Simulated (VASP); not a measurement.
# Zr2NbC2 (P4/mmm) in VASP: further runs

Runs on Zr2NbC2. Level: PBE. Tasks: single point, relaxation of cell and atoms.

Everything below comes from runs of VASP 6.6.1. Logs are shortened: lines on timing, memory, paths and dates and some standing lists are left out, and cuts for length are marked.

## Step 1: The cell of the first run

Symmetry: P4/mmm, No. 123, tetragonal system. Conventional cell: a = 3.785 Å, b = 3.785 Å, c = 4.842 Å, α = 90.00°, β = 90.00°, γ = 90.00°. Zr (site symmetry mmm) has 4 C at 2.55 Å and 4 Zr at 2.68 Å and 4 Nb at 3.07 Å within 3.4 Å. Nb (site symmetry 4/mmm) has 8 C at 2.77 Å and 8 Zr at 3.07 Å and 4 Nb at 3.79 Å within 3.8 Å. Within 1.9 Å of C (site symmetry 4mm) lie 1 C at 1.42 Å.

The cell was generated, and may not be a known phase.

## Step 2: Single point, PBE

Input file INCAR:

```
PREC = Accurate
ENCUT = 520
EDIFF = 1E-6
ISMEAR = 0
SIGMA = 0.1
LREAL = False
LASPH = True
NELM = 100
ALGO = Normal
ISIF = 2
LWAVE = False
LCHARG = False
GGA = PE
NBANDS = 30
```

Input file KPOINTS:

```
regular mesh
0
Gamma
  4 4 4
```

Input file POSCAR:

```
Zr2NbC2
1.0
    3.7854168020      0.0000000000      0.0000000000
    0.0000000000      3.7854168020      0.0000000000
    0.0000000000      0.0000000000      4.8416319868
Zr Nb C
2 1 2
Direct
    0.5000000000      0.0000000000      0.5000000000
    0.0000000000      0.5000000000      0.5000000000
    0.0000000000      0.0000000000      0.0000000000
    0.5000000000      0.5000000000      0.8531158573
    0.5000000000      0.5000000000      0.1468841427
```

Potentials or basis: VASP PAW PBE potentials, release 64 (Zr_sv, Nb_sv, C).

On the command line:

```console
cat potpaw_PBE.64/Zr_sv/POTCAR potpaw_PBE.64/Nb_sv/POTCAR potpaw_PBE.64/C/POTCAR > POTCAR
mpirun -np 1 vasp_std > vasp.out
```

OUTCAR:

```text
PREC = Accurate
   ENCUT = 520
   EDIFF = 1E-6
   ISMEAR = 0
   LREAL = False
   LASPH = True
   NELM = 100
   ISIF = 2
   GGA = PE

 ion  position               nearest neighbor table
   1  0.500  0.000  0.500-   4 2.55   5 2.55   4 2.55   5 2.55   2 2.68   2 2.68   2 2.68   2 2.68
                             3 3.07   3 3.07   3 3.07   3 3.07
   2  0.000  0.500  0.500-   4 2.55   5 2.55   4 2.55   5 2.55   1 2.68   1 2.68   1 2.68   1 2.68
                             3 3.07   3 3.07   3 3.07   3 3.07
   3  0.000  0.000  0.000-   1 3.07   2 3.07   1 3.07   2 3.07   2 3.07   2 3.07   1 3.07   1 3.07

   4  0.500  0.500  0.853-   5 1.42   2 2.55   1 2.55   1 2.55   2 2.55
   5  0.500  0.500  0.147-   4 1.42   2 2.55   1 2.55   1 2.55   2 2.55

  LATTYP: Found a simple tetragonal cell.
 ALAT       =     3.7854168020
 C/A-ratio  =     1.2790221632

  Lattice vectors:

 A1 = (   3.7854168020,   0.0000000000,   0.0000000000)
 A2 = (   0.0000000000,   3.7854168020,   0.0000000000)
 A3 = (   0.0000000000,   0.0000000000,   4.8416319868)

Analysis of symmetry for initial positions (statically):
=====================================================================
 Subroutine PRICEL returns:
 Original cell was already a primitive cell.

 Routine SETGRP: Setting up the symmetry group for a
 simple tetragonal supercell.

 Subroutine GETGRP returns: Found 16 space group operations
 (whereof 16 operations were pure point group operations)
 out of a pool of 16 trial point group operations.

The static configuration has the point symmetry D_4h.

Analysis of symmetry for dynamics (positions and initial velocities):
=====================================================================
 Subroutine PRICEL returns:
 Original cell was already a primitive cell.

 Routine SETGRP: Setting up the symmetry group for a
 simple tetragonal supercell.

 Subroutine GETGRP returns: Found 16 space group operations
 (whereof 16 operations were pure point group operations)
 out of a pool of 16 trial point group operations.

The dynamic configuration has the point symmetry D_4h.

 Subroutine INISYM returns: Found 16 space group operations
 (whereof 16 operations are pure point group operations),
 and found     1 'primitive' translations

----------------------------------------------------------------------------------------

                                     Primitive cell

  volume of cell :      69.3776

  direct lattice vectors                    reciprocal lattice vectors
[... 88 lines left out ...]
   EDIFFG = 0.1E-04   stopping-criterion for IOM
   NSW    =      0    number of steps for IOM
   IBRION =     -1    ionic relax: 0-MD 1-quasi-New 2-CG
   NFREE  =      0    steps in history (QN), initial steepest desc. (CG)
   ISIF   =      2    stress and relaxation
   ISYM   =      2    0-nonsym 1-usesym 2-fastsym
   POTIM  = 0.5000    time-step for ionic-motion
   TEBEG  =    0.0;   TEEND  =   0.0 temperature during run
   PSTRESS=    0.0 pullay stress
   NELECT =      45.0000    total number of electrons
   NUPDOWN=      -1.0000    fix difference up-down
   EMIN   =  10.00;   EMAX   =-10.00  energy-range for DOS
   EFERMI =   0.00;   METHOD = LEGACY
   ISMEAR =     0;   SIGMA  =   0.10  broadening in eV -4-tet -1-fermi 0-gaus
   EFERMI_NEDOS =   21; number of points for ismear=-14 and -15
   IALGO  =     38    algorithm
   IMIX   =      4    mixing-type and parameters
     AMIX     =   0.40;   BMIX     =  1.00
     AMIX_MAG =   1.60;   BMIX_MAG =  1.00
  volume/ion in A,a.u.               =      13.88        93.64
  Fermi-wavevector in a.u.,A,eV,Ry     =   1.417118  2.677964 27.323529  2.008223
  Thomas-Fermi vector in A             =   2.538381
   LORBIT       =      0    0 simple, 1 ext, 2 COOP (PROOUT), +10 PAW based schemes
   GGA     = PE    functional components
   LHFCALC =     F    Hartree Fock is set to
   AEXX    =    0.0000 exact exchange contribution
   IVDW    =     0    specifies the selected vdW correction
   LEPSILON=     F    determine dielectric tensor
   LRPA    =     F    only Hartree local field effects (RPA)
 non-spin polarized calculation
 Gauss-broadening in eV      SIGMA  =   0.10
  energy-cutoff  :      520.00
  volume of cell :       69.38
 maximum number of plane-waves:      1888
   NGX = 15   NGY = 15   NGZ = 19

 number of electron      44.9999998 magnetization

 Free energy of the ion-electron system (eV)
  ---------------------------------------------------
  ext. energy  EPLUGINS =         0.00000000
  ---------------------------------------------------
  free energy    TOTEN  =       -44.01691125 eV

  energy without entropy =      -43.99320101  energy(sigma->0) =      -44.00505613

 E-fermi :  10.8356     XC(G=0): -12.2644

 val. band max:       10.7931113414   @ k =   0.5000   0.2500   0.0000
 cond. band min:      10.8458982840   @ k =   0.2500   0.2500   0.2500
 fundamental gap:      0.0527869427
 Fermi energy:        10.8355530730

 k-point     1 :       0.0000    0.0000    0.0000
  band No.  band energies     occupation
      1     -44.5364      2.00000
      2     -37.5142      2.00000
      3     -36.8325      2.00000
      4     -20.6670      2.00000
      5     -20.6670      2.00000
      6     -20.4473      2.00000
[... 583 lines left out ...]
     29      16.1630      0.00000
     30      16.1834      0.00000

------------------------ aborting loop because EDIFF is reached ----------------------------------------

  FORCE on cell =-STRESS in cart. coord.  units (eV):
  Direction    XX          YY          ZZ          XY          YZ          ZX
  --------------------------------------------------------------------------------------
  -------------------------------------------------------------------------------------
  Total        0.0252905      0.0252905      0.0166873      0.0000000      0.0000000      0.0000000
  in kB        0.5840485      0.5840485      0.3853695      0.0000000      0.0000000      0.0000000
  external PRESSURE =       0.5178222 kB  Pullay stress =       0.0000000 kB

 VOLUME and BASIS-vectors are now :
 -----------------------------------------------------------------------------
  energy-cutoff  :      520.00
  volume of cell :       69.38
      direct lattice vectors                 reciprocal lattice vectors
     3.785416802  0.000000000  0.000000000     0.264171702  0.000000000  0.000000000
     0.000000000  3.785416802  0.000000000     0.000000000  0.264171702  0.000000000
     0.000000000  0.000000000  4.841631987     0.000000000  0.000000000  0.206541927

 POSITION                                       TOTAL-FORCE (eV/Angst)
 -----------------------------------------------------------------------------------
      1.89271      0.00000      2.42082         0.000000      0.000000      0.000000
      0.00000      1.89271      2.42082         0.000000      0.000000      0.000000
      0.00000      0.00000      0.00000         0.000000      0.000000      0.000000
      1.89271      1.89271      4.13047         0.000000      0.000000     -0.054456
      1.89271      1.89271      0.71116         0.000000     -0.000000      0.054456
 -----------------------------------------------------------------------------------
    total drift:                                0.000000     -0.000000      0.000000

  FREE ENERGIE OF THE ION-ELECTRON SYSTEM (eV)
  ---------------------------------------------------
  free  energy   TOTEN  =       -44.0169112472 eV

  energy  without entropy=      -43.9932010124  energy(sigma->0) =      -44.00505613
```

It took 18 s on 1 thread of AMD EPYC 9R45 (Zen 5), shared host; peak memory 0.16 GiB.

What came out:

```
Free energy            : -44.0169 eV
Pressure               : 0.1 GPa
Largest force          : 0.054 eV/Å
Band gap on the k mesh : zero (an odd number of electrons rules out a gap without spin polarisation)
```

Forces in eV/Å, atoms in the order of the input:
```
Zr   0.000  0.000  0.000
Zr   0.000  0.000  0.000
Nb   0.000  0.000  0.000
C    0.000  0.000 -0.054
C    0.000  0.000  0.054
```

Caveat: the k points lie up to 0.41 Å⁻¹ apart, too coarse for converged energies and pressures of a metal.

## Step 3: Single point, PBE

This run uses another cell than the first one, of 14.64 Å³/atom.

Input file INCAR:

```
PREC = Accurate ; ENCUT = 520
EDIFF = 1E-6 ; ISMEAR = 0
SIGMA = 0.1 ; LREAL = False
LASPH = True ; NELM = 60
ALGO = Normal ; ISIF = 2
LWAVE = False ; LCHARG = True
GGA = PE ; LELF = True
LVHAR = True ; NBANDS = 30
```

Input file KPOINTS:

```
Automatic mesh
0
Gamma
  4 4 4
```

Input file POSCAR:

```
Zr2NbC2
1.0
    3.8115643400      0.0000000000      0.0000000000
    0.0000000000      3.8115643400      0.0000000000
    0.0000000000      0.0000000000      5.0390756200
Zr Nb C
2 1 2
Direct
    0.5000000000      0.0000000000      0.5000000000
    0.0000000000      0.5000000000      0.5000000000
    0.0000000000      0.0000000000      0.0000000000
    0.5000000000      0.5000000000      0.7247068300
    0.5000000000      0.5000000000      0.2752931700
```

Potentials or basis: VASP PAW PBE potentials, release 64 (Zr_sv, Nb_sv, C).

On the command line:

```console
cat potpaw_PBE.64/Zr_sv/POTCAR potpaw_PBE.64/Nb_sv/POTCAR potpaw_PBE.64/C/POTCAR > POTCAR
mpirun -np 1 vasp_std > vasp.out
```

Wall time 24 s (1 thread of AMD EPYC 9R45 (Zen 5), shared host); peak memory 0.17 GiB.

It converged, with:

```yaml
Free_energy: -40.2420 eV
Pressure: 17.0 GPa
Largest_force: 3.770 eV/Å
Band_gap_on_the_k_mesh: zero (an odd number of electrons rules out a gap without spin polarisation)
```

Forces on the atoms (eV/Å):
```
Zr   0.000  0.000  0.000
Zr   0.000  0.000  0.000
Nb   0.000  0.000  0.000
C    0.000  0.000  3.770
C    0.000  0.000 -3.770
```

Stress tensor (GPa, compression positive):
```
22.00  0.00  0.00
 0.00 22.00  0.00
 0.00  0.00  6.91
```

Levels at points of the mesh, in eV from the Fermi level:
```
           k point  band 21  band 22  band 23  band 24  band 25  band 26
(0.00, 0.00, 0.00)    -0.78    -0.78     0.79     0.79     1.33     1.39
(0.50, 0.00, 0.00)    -1.00    -0.43     0.11     1.66     1.71     2.26
(0.50, 0.50, 0.00)    -0.86    -0.19    -0.19     1.70     1.96     1.96
(0.00, 0.00, 0.50)    -1.14    -1.14    -0.93    -0.03     1.13     1.90
(0.50, 0.00, 0.50)    -0.88    -0.68    -0.06     1.11     1.30     1.47
(0.50, 0.50, 0.50)    -0.65    -0.65    -0.64     1.06     1.06     1.52
```

Caveat: the k points lie up to 0.41 Å⁻¹ apart, too coarse for converged energies and pressures of a metal; forces of over 1 eV/Å act on the atoms, so gaps and moduli don't describe the material at rest.

(Part 1 of 2 ends here.)

The gap in the log of VASP goes by the Fermi energy; the results here count the filled bands.